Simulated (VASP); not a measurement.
# ScAl3N4 (Cmc2_1) in VASP: a series of runs

Runs on ScAl3N4. Level: PBEsol. Tasks: single point.

Program: VASP 6.6.1. These are calculated values, not measurements. Logs are shortened: lines on timing, memory, paths and dates and some standing lists are left out, and cuts for length are marked.

## 1. The cell of the first run

It takes space group Cmc2_1 (No. 36, orthorhombic). Conventional cell: a = 6.473 Å, b = 11.212 Å, c = 5.179 Å, α = 90.00°, β = 90.00°, γ = 90.00°. Within 2.6 Å of Sc (site symmetry m) lie 4 N at 1.97 Å. Within 2.6 Å of Al (site symmetry 1) lie 4 N at 1.97 Å. Al (site symmetry m) has 4 N at 1.97 Å within 2.6 Å. N (site symmetry m) has 2 Sc at 1.97 Å and 2 Al at 1.97 Å within 2.6 Å. N (site symmetry 1) has 3 Al at 1.97 Å and 1 Sc at 1.97 Å within 2.6 Å. Within 2.6 Å of N (site symmetry m) lie 4 Al at 1.97 Å.

## 2. Single point, PBEsol

Contents of INCAR:

```
PREC     = Accurate       # precision mode
ENCUT    = 520            # plane-wave cutoff, eV
EDIFF    = 1E-6           # SCF threshold, eV
ISMEAR   = 0              # smearing method
SIGMA    = 0.1            # smearing width, eV
LREAL    = Auto         
LASPH    = True           # aspherical terms in the spheres
NELM     = 60             # most SCF steps
ALGO     = Normal         # electronic algorithm
ISIF     = 2              # what is computed and relaxed
LWAVE    = False          # write WAVECAR
LCHARG   = True           # write CHGCAR
GGA      = PS             # functional
LELF     = True           # ELF
LVHAR    = True         
NBANDS   = 54             # bands
```

Contents of KPOINTS:

```
Automatic mesh
0
Gamma
  4 3 3
```

Contents of POSCAR:

```
ScAl3N4
1.0
    0.0000000000      0.0000000000     -5.1789238400
    3.2366974300      5.6061244100      0.0000000000
    3.2366974300     -5.6061244100      0.0000000000
Sc Al N
2 6 8
Direct
    0.0000000000      0.1666666700      0.3333333300
    0.5000000000      0.3333333300      0.6666666700
    0.0000000000      0.1666666700      0.8333333300
    0.0000000000      0.6666666700      0.3333333300
    0.0000000000      0.6666666700      0.8333333300
    0.5000000000      0.3333333300      0.1666666700
    0.5000000000      0.8333333300      0.6666666700
    0.5000000000      0.8333333300      0.1666666700
    0.6200000000      0.1666666700      0.3333333300
    0.6200000000      0.1666666700      0.8333333300
    0.6200000000      0.6666666700      0.3333333300
    0.6200000000      0.6666666700      0.8333333300
    0.1200000000      0.3333333300      0.6666666700
    0.1200000000      0.3333333300      0.1666666700
    0.1200000000      0.8333333300      0.6666666700
    0.1200000000      0.8333333300      0.1666666700
```

Potentials or basis: VASP PAW PBE potentials, release 64 (Sc_sv, Al, N).

The run is started by

```
$ cat potpaw_PBE.64/Sc_sv/POTCAR potpaw_PBE.64/Al/POTCAR potpaw_PBE.64/N/POTCAR > POTCAR
$ mpirun -np 1 vasp_std > vasp.out
```

OUTCAR:

```text
PREC = Accurate
   ENCUT = 520
   EDIFF = 1E-6
   ISMEAR = 0
   LREAL = Auto
   LASPH = True
   NELM = 60
   ISIF = 2
   GGA = PS

 ion  position               nearest neighbor table
   1  0.000  0.167  0.333-   9 1.97  14 1.97  13 1.97  16 1.97   6 3.19   6 3.19   8 3.19   2 3.19
                             2 3.19   8 3.19   5 3.24   5 3.24   4 3.24   3 3.24   3 3.24   4 3.24
   2  0.500  0.333  0.667-  13 1.97  10 1.97  12 1.97   9 1.97   3 3.19   3 3.19   5 3.19   1 3.19
                             1 3.19   5 3.19   8 3.24   8 3.24   7 3.24   6 3.24   6 3.24   7 3.24
   3  0.000  0.167  0.833-  10 1.97  13 1.97  14 1.97  15 1.97   2 3.19   2 3.19   7 3.19   6 3.19
                             6 3.19   7 3.19   4 3.24   4 3.24   1 3.24   5 3.24   1 3.24   5 3.24
   4  0.000  0.667  0.333-  11 1.97  16 1.97  15 1.97  14 1.97   8 3.19   8 3.19   6 3.19   6 3.19
                             7 3.19   7 3.19   3 3.24   3 3.24   5 3.24   1 3.24   5 3.24   1 3.24
   5  0.000  0.667  0.833-  12 1.97  15 1.97  13 1.97  16 1.97   7 3.19   7 3.19   8 3.19   2 3.19
                             2 3.19   8 3.19   1 3.24   1 3.24   3 3.24   4 3.24   4 3.24   3 3.24
   6  0.500  0.333  0.167-  14 1.97   9 1.97  11 1.97  10 1.97   1 3.19   1 3.19   4 3.19   3 3.19
                             3 3.19   4 3.19   7 3.24   7 3.24   2 3.24   8 3.24   2 3.24   8 3.24
   7  0.500  0.833  0.667-  15 1.97  12 1.97  10 1.97  11 1.97   5 3.19   5 3.19   3 3.19   3 3.19
                             4 3.19   4 3.19   6 3.24   6 3.24   2 3.24   8 3.24   8 3.24   2 3.24
   8  0.500  0.833  0.167-  16 1.97  11 1.97  12 1.97   9 1.97   4 3.19   4 3.19   5 3.19   1 3.19
                             1 3.19   5 3.19   2 3.24   2 3.24   6 3.24   7 3.24   7 3.24   6 3.24
   9  0.620  0.167  0.333-   1 1.97   6 1.97   2 1.97   8 1.97
  10  0.620  0.167  0.833-   3 1.97   2 1.97   6 1.97   7 1.97
  11  0.620  0.667  0.333-   4 1.97   8 1.97   7 1.97   6 1.97
  12  0.620  0.667  0.833-   5 1.97   7 1.97   2 1.97   8 1.97
  13  0.120  0.333  0.667-   2 1.97   3 1.97   1 1.97   5 1.97
  14  0.120  0.333  0.167-   6 1.97   1 1.97   4 1.97   3 1.97
  15  0.120  0.833  0.667-   7 1.97   5 1.97   3 1.97   4 1.97
  16  0.120  0.833  0.167-   8 1.97   4 1.97   5 1.97   1 1.97

  LATTYP: Found a hexagonal cell.
 ALAT       =     6.4733948708
 C/A-ratio  =     0.8000321228

  Lattice vectors:

 A1 = (   3.2366974300,   5.6061244100,   0.0000000000)
 A2 = (   3.2366974300,  -5.6061244100,   0.0000000000)
 A3 = (   0.0000000000,   0.0000000000,  -5.1789238400)

Analysis of symmetry for initial positions (statically):
=====================================================================
 Subroutine PRICEL returns:
 Original cell was already a primitive cell.

 Routine SETGRP: Setting up the symmetry group for a
 hexagonal supercell.

 Subroutine GETGRP returns: Found  4 space group operations
 (whereof  2 operations were pure point group operations)
 out of a pool of 24 trial point group operations.

The static configuration has the point symmetry C_1h.
[... 145 lines left out ...]
   ISMEAR =     0;   SIGMA  =   0.10  broadening in eV -4-tet -1-fermi 0-gaus
   EFERMI_NEDOS =   21; number of points for ismear=-14 and -15
   IALGO  =     38    algorithm
   IMIX   =      4    mixing-type and parameters
     AMIX     =   0.40;   BMIX     =  1.00
     AMIX_MAG =   1.60;   BMIX_MAG =  1.00
  volume/ion in A,a.u.               =      11.75        79.27
  Fermi-wavevector in a.u.,A,eV,Ry     =   1.231478  2.327156 20.633758  1.516538
  Thomas-Fermi vector in A             =   2.366286
   LORBIT       =      0    0 simple, 1 ext, 2 COOP (PROOUT), +10 PAW based schemes
   GGA     = PS    functional components
   LHFCALC =     F    Hartree Fock is set to
   AEXX    =    0.0000 exact exchange contribution
   IVDW    =     0    specifies the selected vdW correction
   LEPSILON=     F    determine dielectric tensor
   LRPA    =     F    only Hartree local field effects (RPA)
 non-spin polarized calculation
 Gauss-broadening in eV      SIGMA  =   0.10
  energy-cutoff  :      520.00
  volume of cell :      187.95
 maximum number of plane-waves:      5076
 NGX is ok and might be reduce to    40
   NGX = 19   NGY = 25   NGZ = 25

 number of electron      80.0000006 magnetization

 Free energy of the ion-electron system (eV)
  ---------------------------------------------------
  ext. energy  EPLUGINS =         0.00000000
  ---------------------------------------------------
  free energy    TOTEN  =      -129.02128132 eV

  energy without entropy =     -129.02128132  energy(sigma->0) =     -129.02128132

 E-fermi :   4.9818     XC(G=0): -10.8660

 val. band max:        4.4711002720   @ k =   0.0000   0.3333   0.0000
 cond. band min:       8.1089345050   @ k =   0.0000   0.0000   0.0000
 fundamental gap:      3.6378342330
 Fermi energy:         4.9818022265

 k-point     1 :       0.0000    0.0000    0.0000
  band No.  band energies     occupation
      1     -41.1350      2.00000
      2     -41.0966      2.00000
      3     -20.2847      2.00000
      4     -20.1931      2.00000
      5     -20.1645      2.00000
      6     -20.1253      2.00000
[... 649 lines left out ...]
     51      11.5939      0.00000
     52      11.5939      0.00000
 [bands above 52 left out]

------------------------ aborting loop because EDIFF is reached ----------------------------------------

  FORCE on cell =-STRESS in cart. coord.  units (eV):
  Direction    XX          YY          ZZ          XY          YZ          ZX
  --------------------------------------------------------------------------------------
  -------------------------------------------------------------------------------------
  Total       -3.5317039     -3.5063810     -5.0609240      0.0219303      0.0000000     -0.0000000
  in kB      -30.1065171    -29.8906479    -43.1425734      0.1869483      0.0000000     -0.0000000
  external PRESSURE =     -34.3799128 kB  Pullay stress =       0.0000000 kB

 VOLUME and BASIS-vectors are now :
 -----------------------------------------------------------------------------
  energy-cutoff  :      520.00
  volume of cell :      187.95
      direct lattice vectors                 reciprocal lattice vectors
     0.000000000  0.000000000 -5.178923840     0.000000000  0.000000000 -0.193090308
     3.236697430  5.606124410  0.000000000     0.154478449  0.089188174  0.000000000
     3.236697430 -5.606124410  0.000000000     0.154478449 -0.089188174  0.000000000

 POSITION                                       TOTAL-FORCE (eV/Angst)
 -----------------------------------------------------------------------------------
      1.61835     -0.93435      0.00000        -0.193372      0.111643     -0.352055
      3.23670     -1.86871     -2.58946         0.193372     -0.111643     -0.352055
      3.23670     -3.73742      0.00000         0.197419     -0.070477     -0.012662
      3.23670      1.86871      0.00000        -0.203919      0.117733     -0.191162
      4.85505     -0.93435      0.00000         0.159744     -0.135731     -0.012662
      1.61835      0.93435     -2.58946        -0.197419      0.070477     -0.012662
[... 8 lines left out ...]
      4.85505      0.93435     -0.62147        -0.055884      0.032265      0.025227
      3.23670      3.73742     -0.62147        -2.326503     -1.384655     -0.779154
 -----------------------------------------------------------------------------------
    total drift:                               -0.000010      0.000085     -0.006470

  FREE ENERGIE OF THE ION-ELECTRON SYSTEM (eV)
  ---------------------------------------------------
  free  energy   TOTEN  =      -129.0212813154 eV

  energy  without entropy=     -129.0212813154  energy(sigma->0) =     -129.02128132
```

OSZICAR:

```text
N       E                     dE             d eps       ncg     rms          rms(c)
DAV:   1     0.981273953546E+03    0.98127E+03   -0.34305E+04  1296   0.142E+03
DAV:   2     0.534026267979E+02   -0.92787E+03   -0.89158E+03  1296   0.450E+02
DAV:   3    -0.137640523849E+03   -0.19104E+03   -0.18175E+03  2060   0.174E+02
DAV:   4    -0.150467560899E+03   -0.12827E+02   -0.12745E+02  2112   0.577E+01
DAV:   5    -0.150668199269E+03   -0.20064E+00   -0.20005E+00  2096   0.974E+00    0.349E+01
DAV:   6    -0.129021931129E+03    0.21646E+02   -0.10290E+02  1968   0.493E+01    0.140E+01
DAV:   7    -0.129201488138E+03   -0.17956E+00   -0.63859E+00  2032   0.156E+01    0.963E+00
DAV:   8    -0.129038184850E+03    0.16330E+00   -0.62291E-01  2016   0.528E+00    0.126E+00
DAV:   9    -0.129022512672E+03    0.15672E-01   -0.55362E-02  1888   0.134E+00    0.509E-01
DAV:  10    -0.129021729938E+03    0.78273E-03   -0.47616E-02  1920   0.100E+00    0.274E-01
DAV:  11    -0.129021317330E+03    0.41261E-03   -0.58501E-03  1864   0.415E-01    0.193E-01
DAV:  12    -0.129021321023E+03   -0.36929E-05   -0.20045E-03  1848   0.203E-01    0.898E-02
DAV:  13    -0.129021303951E+03    0.17071E-04   -0.10100E-03  1760   0.131E-01    0.423E-02
DAV:  14    -0.129021286627E+03    0.17324E-04   -0.83900E-05  2000   0.748E-02    0.248E-02
DAV:  15    -0.129021283049E+03    0.35779E-05   -0.13160E-05  1552   0.168E-02    0.119E-02
DAV:  16    -0.129021281364E+03    0.16855E-05   -0.93347E-06  1736   0.138E-02    0.264E-03
DAV:  17    -0.129021281315E+03    0.48574E-07   -0.91581E-07   912   0.770E-03
   1 F= -.12902128E+03 E0= -.12902128E+03  d E =-.426412E-13
```

Wall time 8.3 min (1 thread of AMD EPYC 7R13, shared host); peak memory 0.3 GiB.

Results:

```yaml
Free_energy: -129.0213 eV
Pressure: -3.4 GPa
Largest_force: 3.339 eV/Å
Band_gap_on_the_k_mesh: 3.64 eV, indirect (least direct gap 3.73 eV)
```

Forces in eV/Å, atoms in the order of the input:
```
Sc  -0.193  0.112 -0.352
Sc   0.193 -0.112 -0.352
Al   0.197 -0.070 -0.013
Al  -0.204  0.118 -0.191
Al   0.160 -0.136 -0.013
Al  -0.197  0.070 -0.013
Al   0.204 -0.118 -0.191
Al  -0.160  0.136 -0.013
N   -2.247  1.297  2.102
N   -0.036 -2.707 -0.779
N    0.056 -0.032  0.025
N    2.327  1.385 -0.779
N    2.247 -1.297  2.102
N    0.036  2.707 -0.779
N   -0.056  0.032  0.025
N   -2.327 -1.385 -0.779
```

Levels at points of the mesh, in eV from the valence-band top:
| k point | band 37 | band 38 | band 39 | band 40 | band 41 | band 42 | band 43 | band 44 |
| --- | --- | --- | --- | --- | --- | --- | --- | --- |
| (0.00, 0.00, 0.00) | -0.27 | -0.26 | -0.19 | -0.10 | 3.64 | 4.47 | 4.50 | 4.52 |
| (0.50, 0.00, 0.00) | -0.46 | -0.46 | -0.21 | -0.21 | 4.83 | 4.83 | 4.93 | 4.93 |

Caveat: the PAW data sets were made with another functional, which shifts forces and pressure a little. A k mesh can miss the band edges.

## 3. Single point, PBEsol

This run uses another cell than the first one, of 11.27 Å³/atom, 0.960 times its volume.

Contents of INCAR:

```
SYSTEM = ScAl3N4
  PREC = Accurate
  ENCUT = 520
  EDIFF = 1E-7
  ISMEAR = 0
  SIGMA = 0.02
  LREAL = Auto
  LASPH = .TRUE.
  NELM = 80
  ALGO = Normal
  ISIF = 2
  LWAVE = .FALSE.
  LCHARG = .FALSE.
  GGA = PS
  NBANDS = 54
```

Contents of KPOINTS:

```
regular mesh
0
G
  6 4 4
  0 0 0
```

Contents of POSCAR:

```
ScAl3N4
1.0
    0.0000000000      0.0000000000     -4.9972881309
    3.2375998688      5.6076874673      0.0000000000
    3.2091220111     -5.5912457686      0.0000000000
Sc Al N
2 6 8
Direct
    0.0114965606      0.1612319657      0.3224639313
    0.5114965606      0.3387680343      0.6775360687
    0.0024356136      0.1640122823      0.8349409955
    0.0056802040      0.6652805802      0.3305611603
    0.0024356136      0.6709287132      0.8349409955
    0.5024356136      0.3359877177      0.1650590045
    0.5056802040      0.8347194198      0.6694388397
    0.5024356136      0.8290712868      0.1650590045
    0.5877722778      0.1589719982      0.3179439963
    0.6246618165      0.1546791637      0.8450853218
    0.6208560973      0.6675725654      0.3351451307
    0.6246618165      0.6904061581      0.8450853218
    0.0877722778      0.3410280018      0.6820560037
    0.1246618165      0.3453208363      0.1549146782
    0.1208560973      0.8324274346      0.6648548693
    0.1246618165      0.8095938419      0.1549146782
```

Potentials or basis: VASP PAW PBE potentials, release 64 (Sc_sv, Al, N).

The run is started by

```
$ cat potpaw_PBE.64/Sc_sv/POTCAR potpaw_PBE.64/Al/POTCAR potpaw_PBE.64/N/POTCAR > POTCAR
$ mpirun -np 1 vasp_std > vasp.out
```

It took 19 min on 1 thread of AMD EPYC 7R13, shared host; peak memory 0.35 GiB.

Results (log left out):

```yaml
Free_energy: -130.4667 eV
Pressure: 0.2 GPa
Largest_force: 0.056 eV/Å
Band_gap_on_the_k_mesh: 3.61 eV, indirect (least direct gap 3.67 eV)
```

Forces on the atoms (eV/Å):
```
Sc  -0.002  0.001  0.005
Sc   0.002 -0.001  0.005
Al  -0.002 -0.003 -0.001
Al   0.005 -0.003 -0.001
Al   0.001  0.003 -0.001
Al   0.002  0.003 -0.001
Al  -0.005  0.003 -0.001
Al  -0.001 -0.003 -0.001
N   -0.045  0.026  0.022
N   -0.002 -0.048 -0.014
N    0.001 -0.001  0.003
N    0.040  0.026 -0.014
N    0.045 -0.026  0.022
N    0.002  0.048 -0.014
N   -0.001  0.001  0.003
N   -0.040 -0.026 -0.014
```

Levels at points of the mesh, in eV from the valence-band top:
| k point | band 37 | band 38 | band 39 | band 40 | band 41 | band 42 | band 43 | band 44 |
| --- | --- | --- | --- | --- | --- | --- | --- | --- |
| (0.00, 0.00, 0.00) | -0.48 | -0.42 | -0.24 | 0.00 | 3.75 | 3.93 | 3.99 | 4.31 |
| (0.50, 0.00, 0.00) | -0.59 | -0.59 | -0.37 | -0.37 | 4.38 | 4.38 | 4.57 | 4.57 |
| (0.00, 0.50, 0.00) | -0.27 | -0.25 | -0.17 | -0.09 | 3.85 | 4.21 | 4.54 | 4.63 |
| (0.50, 0.50, 0.00) | -0.35 | -0.35 | -0.26 | -0.26 | 4.64 | 4.64 | 4.97 | 4.97 |
| (0.00, 0.00, 0.50) | -0.24 | -0.24 | -0.21 | -0.14 | 3.64 | 4.29 | 4.44 | 4.84 |
| (0.50, 0.00, 0.50) | -0.37 | -0.37 | -0.18 | -0.18 | 4.48 | 4.48 | 4.97 | 4.97 |

Caveat: the PAW data sets were made with another functional, which shifts forces and pressure a little.

## 4. Single point, PBEsol

This run uses another cell than the first one, of 11.28 Å³/atom, 0.961 times its volume.

Contents of INCAR:

```
SYSTEM = ScAl3N4
ALGO = Normal
EDIFF = 1E-6
ENCUT = 520
GGA = PS
ISIF = 2
ISMEAR = 0
LASPH = .True.
LCHARG = .True.
LELF = .True.
LREAL = Auto
LVHAR = .True.
LWAVE = .False.
NBANDS = 54
NELM = 80
PREC = Accurate
SIGMA = 0.1
```

Contents of KPOINTS:

```
k-points
0
Gamma
  4 6 6
  0 0 0
```

Contents of POSCAR:

```
ScAl3N4
1.0
    0.0000000000      0.0000000000     -5.0048352399
    3.2358253242      5.6046138659      0.0000000000
    3.2098188964     -5.5895990479      0.0000000000
Sc Al N
2 6 8
Direct
    0.0109425227      0.1612169750      0.3224339499
    0.5109425227      0.3387830250      0.6775660501
    0.0021550484      0.1640333689      0.8348683451
    0.0055989891      0.6652846049      0.3305692098
    0.0021550484      0.6708349762      0.8348683451
    0.5021550484      0.3359666311      0.1651316549
    0.5055989891      0.8347153951      0.6694307902
    0.5021550484      0.8291650238      0.1651316549
    0.5881038086      0.1590842440      0.3181684880
    0.6249534347      0.1548058170      0.8451401649
    0.6211377134      0.6676150010      0.3352300020
    0.6249534347      0.6903343479      0.8451401649
    0.0881038086      0.3409157560      0.6818315120
    0.1249534347      0.3451941830      0.1548598351
    0.1211377134      0.8323849990      0.6647699980
    0.1249534347      0.8096656521      0.1548598351
```

The run is started by

```
$ cat potpaw_PBE.64/Sc_sv/POTCAR potpaw_PBE.64/Al/POTCAR potpaw_PBE.64/N/POTCAR > POTCAR
$ mpirun -np 1 vasp_std > vasp.out
```

Wall time 23 min (1 thread of AMD EPYC 7R13, shared host); peak memory 0.4 GiB.

The run converged. Its results:

| Item | Value |
| --- | --- |
| Free energy | -130.4663 eV |
| Pressure | 0.1 GPa |
| Largest force | 0.069 eV/Å |
| Band gap on the k mesh | 3.60 eV, indirect (least direct gap 3.66 eV) |

Forces on the atoms (eV/Å):
```
Sc  -0.001  0.000  0.003
Sc   0.001  0.000  0.003
Al   0.000 -0.006 -0.013
Al   0.001 -0.001 -0.001
Al   0.006  0.003 -0.013
Al   0.000  0.006 -0.013
Al  -0.001  0.001 -0.001
Al  -0.006 -0.003 -0.013
N   -0.054  0.031  0.029
N   -0.002 -0.058 -0.007
N   -0.002  0.001  0.007
N    0.050  0.031 -0.007
N    0.054 -0.031  0.029
N    0.002  0.058 -0.007
N    0.002 -0.001  0.007
N   -0.050 -0.031 -0.007
```

Stress tensor (GPa, compression positive):
```
 0.10  0.04  0.00
 0.04  0.15  0.00
 0.00  0.00 -0.02
```

Levels at points of the mesh, in eV from the valence-band top:
| k point | band 36 | band 37 | band 38 | band 39 | band 40 | band 41 | band 42 | band 43 | band 44 | band 45 |
| --- | --- | --- | --- | --- | --- | --- | --- | --- | --- | --- |
| (0.00, 0.00, 0.00) | -0.54 | -0.47 | -0.41 | -0.23 | 0.00 | 3.76 | 3.95 | 4.01 | 4.32 | 4.56 |
| (0.50, 0.00, 0.00) | -0.94 | -0.57 | -0.57 | -0.35 | -0.35 | 4.39 | 4.39 | 4.58 | 4.58 | 5.09 |
| (0.00, 0.50, 0.00) | -0.58 | -0.26 | -0.24 | -0.17 | -0.08 | 3.87 | 4.23 | 4.56 | 4.65 | 5.22 |
| (0.50, 0.50, 0.00) | -0.72 | -0.33 | -0.33 | -0.24 | -0.24 | 4.65 | 4.65 | 4.99 | 4.99 | 5.33 |
| (0.00, 0.00, 0.50) | -0.67 | -0.23 | -0.23 | -0.20 | -0.13 | 3.67 | 4.31 | 4.46 | 4.85 | 4.95 |
| (0.50, 0.00, 0.50) | -0.94 | -0.36 | -0.36 | -0.16 | -0.16 | 4.50 | 4.50 | 4.98 | 4.98 | 5.53 |

Caveat: the PAW data sets were made with another functional, which shifts forces and pressure a little. A k mesh can miss the band edges.

## 5. The runs side by side

```tsv
cell	k mesh	smearing	gap on the mesh (eV)	pressure (GPa)	largest force (eV/Å)
a = 5.179, b = 6.473, c = 6.473 Å, angles 120.0, 90.0, 90.0°, 16 atoms	4 × 3 × 3	gaussian 0.1 eV	3.64	-3.4	3.34
a = 4.997, b = 6.475, c = 6.447 Å, angles 120.1, 90.0, 90.0°, 16 atoms	6 × 4 × 4	gaussian 0.02 eV	3.61	0.2	0.06
a = 5.005, b = 6.472, c = 6.446 Å, angles 120.1, 90.0, 90.0°, 16 atoms	4 × 6 × 6	gaussian 0.1 eV	3.60	0.1	0.07
```

Alike in all rows: task single point; level PBEsol; potentials or basis VASP PAW PBE potentials, release 64 (Sc_sv, Al, N); no spin polarisation; cutoff (eV) 520.

Caveats: the PAW data sets were made with another functional, which shifts forces and pressure a little.

Absolute energies hang on the potentials; compare differences alone.
